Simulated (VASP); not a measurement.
# Ge (P6_3/mmc) in VASP: single point with PBE

Aim: the single point of Ge with PBE.

All numbers are computed with VASP 6.6.1; they aren't measurements. Logs are shortened: lines on timing, memory, paths and dates and some standing lists are left out, and cuts for length are marked.

## 1. The cell of the first run

The structure is hexagonal, space group P6_3/mmc (No. 194). The conventional cell has a = 3.998 Å, b = 3.998 Å, c = 6.599 Å, α = 90.00°, β = 90.00°, γ = 120.00°. Within 3.2 Å of Ge (site symmetry 3m) lie 4 Ge at 2.45 to 2.47 Å.

This isn't the form of Ge at room conditions, which is diamond.

## 2. Single point, PBE

File INCAR:

```
SYSTEM = Ge
PREC = Accurate ; ENCUT = 520
EDIFF = 1E-6 ; ISMEAR = -1
SIGMA = 0.05 ; LREAL = .FALSE.
LASPH = .TRUE. ; NELM = 100
ALGO = Normal ; ISIF = 2
LWAVE = .FALSE. ; LCHARG = .FALSE.
GGA = PE ; NBANDS = 36
```

File KPOINTS:

```
regular mesh
0
G
  11 11 6
  0 0 0
```

File POSCAR:

```
Ge
1.0
    3.9975858431      0.0000000000      0.0000000000
   -1.9987929216      3.4620108940      0.0000000000
    0.0000000000      0.0000000000      6.5993779500
Ge
4
Direct
    0.6666666667      0.3333333333      0.0629012500
    0.3333333333      0.6666666667      0.5629012500
    0.6666666667      0.3333333333      0.4370987500
    0.3333333333      0.6666666667      0.9370987500
```

Potentials or basis: VASP PAW PBE potentials, release 64 (Ge_d).

On the command line:

```console
cat potpaw_PBE.64/Ge_d/POTCAR > POTCAR
mpirun -np 1 vasp_std > vasp.out
```

OUTCAR:

```text
SYSTEM = Ge
   PREC = Accurate
   ENCUT = 520
   EDIFF = 1E-6
   ISMEAR = -1
   LREAL = .FALSE.
   LASPH = .TRUE.
   NELM = 100
   ISIF = 2
   GGA = PE

 ion  position               nearest neighbor table
   1  0.667  0.333  0.063-   4 2.45   4 2.45   4 2.45   3 2.47
   2  0.333  0.667  0.563-   3 2.45   3 2.45   3 2.45   4 2.47
   3  0.667  0.333  0.437-   2 2.45   2 2.45   2 2.45   1 2.47
   4  0.333  0.667  0.937-   1 2.45   1 2.45   1 2.45   2 2.47

  LATTYP: Found a hexagonal cell.
 ALAT       =     3.9975858431
 C/A-ratio  =     1.6508408347

  Lattice vectors:

 A1 = (   3.9975858431,   0.0000000000,   0.0000000000)
 A2 = (  -1.9987929216,   3.4620108940,   0.0000000000)
 A3 = (   0.0000000000,   0.0000000000,   6.5993779500)

Analysis of symmetry for initial positions (statically):
=====================================================================
 Subroutine PRICEL returns:
 Original cell was already a primitive cell.

 Routine SETGRP: Setting up the symmetry group for a
 hexagonal supercell.

 Subroutine GETGRP returns: Found 24 space group operations
 (whereof 12 operations were pure point group operations)
 out of a pool of 24 trial point group operations.

The static configuration has the point symmetry D_3d.
 The point group associated with its full space group is D_6h.

Analysis of symmetry for dynamics (positions and initial velocities):
=====================================================================
 Subroutine PRICEL returns:
 Original cell was already a primitive cell.

 Routine SETGRP: Setting up the symmetry group for a
 hexagonal supercell.

 Subroutine GETGRP returns: Found 24 space group operations
 (whereof 12 operations were pure point group operations)
 out of a pool of 24 trial point group operations.

The dynamic configuration has the point symmetry D_3d.
 The point group associated with its full space group is D_6h.

 Subroutine INISYM returns: Found 24 space group operations
 (whereof 12 operations are pure point group operations),
 and found     1 'primitive' translations

----------------------------------------------------------------------------------------

                                     Primitive cell

  volume of cell :      91.3333

  direct lattice vectors                    reciprocal lattice vectors
     3.997585843  0.000000000  0.000000000     0.250150976  0.144424733  0.000000000
    -1.998792922  3.462010894  0.000000000     0.000000000  0.288849467  0.000000000
     0.000000000  0.000000000  6.599377950     0.000000000  0.000000000  0.151529433
[... 89 lines left out ...]
   LREAL  =      F    real-space projection
   EDIFFG = 0.1E-04   stopping-criterion for IOM
   NSW    =      0    number of steps for IOM
   IBRION =     -1    ionic relax: 0-MD 1-quasi-New 2-CG
   NFREE  =      0    steps in history (QN), initial steepest desc. (CG)
   ISIF   =      2    stress and relaxation
   ISYM   =      2    0-nonsym 1-usesym 2-fastsym
   POTIM  = 0.5000    time-step for ionic-motion
   TEBEG  =    0.0;   TEEND  =   0.0 temperature during run
   PSTRESS=    0.0 pullay stress
   NELECT =      56.0000    total number of electrons
   NUPDOWN=      -1.0000    fix difference up-down
   EMIN   =  10.00;   EMAX   =-10.00  energy-range for DOS
   EFERMI =   0.00;   METHOD = LEGACY
   ISMEAR =    -1;   SIGMA  =   0.05  broadening in eV -4-tet -1-fermi 0-gaus
   EFERMI_NEDOS =   21; number of points for ismear=-14 and -15
   IALGO  =     38    algorithm
   IMIX   =      4    mixing-type and parameters
     AMIX     =   0.40;   BMIX     =  1.00
     AMIX_MAG =   1.60;   BMIX_MAG =  1.00
  volume/ion in A,a.u.               =      22.83       154.09
  Fermi-wavevector in a.u.,A,eV,Ry     =   1.390789  2.628209 26.317650  1.934293
  Thomas-Fermi vector in A             =   2.514690
   LORBIT       =      0    0 simple, 1 ext, 2 COOP (PROOUT), +10 PAW based schemes
   GGA     = PE    functional components
   LHFCALC =     F    Hartree Fock is set to
   AEXX    =    0.0000 exact exchange contribution
   IVDW    =     0    specifies the selected vdW correction
   LEPSILON=     F    determine dielectric tensor
   LRPA    =     F    only Hartree local field effects (RPA)
 non-spin polarized calculation
  energy-cutoff  :      520.00
  volume of cell :       91.33
 maximum number of plane-waves:      2491
 NGX is ok and might be reduce to    30
   NGX = 15   NGY = 15   NGZ = 25

 number of electron      56.0000053 magnetization

 Free energy of the ion-electron system (eV)
  ---------------------------------------------------
  ext. energy  EPLUGINS =         0.00000000
  ---------------------------------------------------
  free energy    TOTEN  =       -17.96668213 eV

  energy without entropy =      -17.96561809  energy(sigma->0) =      -17.96615011

 E-fermi :   4.9981     XC(G=0):  -9.8799

 val. band max:        4.9767236178   @ k =   0.0000   0.0000   0.1667
 cond. band min:       5.0803919220   @ k =   0.0000   0.0000   0.0000
 fundamental gap:      0.1036683042
 Fermi energy:         4.9980660125

 k-point     1 :       0.0000    0.0000    0.0000
  band No.  band energies     occupation
      1     -19.9323      2.00000
      2     -19.9323      2.00000
      3     -19.8943      2.00000
      4     -19.8942      2.00000
      5     -19.8942      2.00000
      6     -19.8813      2.00000
[... 925 lines left out ...]
     35      11.1439      0.00000
     36      11.8050      0.00000

 [... further k-points ...]

------------------------ aborting loop because EDIFF is reached ----------------------------------------

  FORCE on cell =-STRESS in cart. coord.  units (eV):
  Direction    XX          YY          ZZ          XY          YZ          ZX
  --------------------------------------------------------------------------------------
  -------------------------------------------------------------------------------------
  Total        1.6207516      1.6207516      1.5700627     -0.0000000      0.0000000     -0.0000000
  in kB       28.4313712     28.4313712     27.5421816     -0.0000000      0.0000000     -0.0000000
  external PRESSURE =      28.1349747 kB  Pullay stress =       0.0000000 kB

 VOLUME and BASIS-vectors are now :
 -----------------------------------------------------------------------------
  energy-cutoff  :      520.00
  volume of cell :       91.33
      direct lattice vectors                 reciprocal lattice vectors
     3.997585843  0.000000000  0.000000000     0.250150976  0.144424733  0.000000000
    -1.998792922  3.462010894  0.000000000     0.000000000  0.288849467  0.000000000
     0.000000000  0.000000000  6.599377950     0.000000000  0.000000000  0.151529433

 POSITION                                       TOTAL-FORCE (eV/Angst)
 -----------------------------------------------------------------------------------
      1.99879      1.15400      0.41511        -0.000000      0.000000      0.007746
     -0.00000      2.30801      3.71480         0.000000     -0.000000      0.007746
      1.99879      1.15400      2.88458        -0.000000      0.000000     -0.007746
     -0.00000      2.30801      6.18427         0.000000     -0.000000     -0.007746
 -----------------------------------------------------------------------------------
    total drift:                               -0.000000      0.000000     -0.000000

  FREE ENERGIE OF THE ION-ELECTRON SYSTEM (eV)
  ---------------------------------------------------
  free  energy   TOTEN  =       -17.9666821274 eV

  energy  without entropy=      -17.9656180915  energy(sigma->0) =      -17.96615011
```

It took 2.8 min on 1 thread of AMD EPYC 7R13, shared host; peak memory 0.29 GiB.

Results:

| Quantity | Value |
| --- | --- |
| Free energy | -17.9667 eV |
| Pressure | 2.8 GPa |
| Largest force | 0.008 eV/Å |
| Band gap on the k mesh | 0.02 eV (least direct gap 0.07 eV) |

Forces in eV/Å, atoms in the order of the input:
```
Ge   0.000  0.000  0.008
Ge   0.000  0.000  0.008
Ge   0.000  0.000 -0.008
Ge   0.000  0.000 -0.008
```

Stress tensor (GPa, compression positive):
```
2.84 0.00 0.00
0.00 2.84 0.00
0.00 0.00 2.75
```

Caveat: the smearing spreads over this small gap. A k mesh can miss the band edges.

The gap in the log of VASP goes by the Fermi energy; the results here count the filled bands.